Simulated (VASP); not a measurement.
A run of VASP 6.6.1:

INCAR

```
SYSTEM = Ir
ALGO = Normal
EDIFF = 1E-6
ENCUT = 500
GGA = PE
GGA_COMPAT = .False.
ISIF = 2
ISMEAR = -4
LASPH = .True.
LCHARG = .False.
LREAL = .False.
LWAVE = .False.
NBANDS = 10
NELECT = 8.5
NELM = 120
PREC = Accurate
SIGMA = 0.1
```

File KPOINTS:

```
k-points
0
Gamma
  4 4 4
  0 0 0
```

The input POSCAR:

```
Ir
1.0
    0.0000000000      1.9269646676      1.9269646676
    1.9269646676      0.0000000000      1.9269646676
    1.9269646676      1.9269646676      0.0000000000
Ir
1
Direct
    0.0000000000      0.0000000000      0.0000000000
```

Potentials or basis: VASP PAW PBE potentials, release 64 (Ir).

Launch:

```sh
$ cat potpaw_PBE.64/Ir/POTCAR > POTCAR
$ mpirun -np 1 vasp_std > vasp.out
```

Hardware: 1 thread of Intel(R) Xeon(R) Platinum 8375C CPU @ 2.90GHz (Ice Lake) (shared host).

Q: Estimate the wall time of this run.

A: Wall time 2 s on 1 thread of Intel(R) Xeon(R) Platinum 8375C CPU @ 2.90GHz (Ice Lake) (shared host), peak memory 0.12 GiB. Counts: scf iterations 12, k points 8.
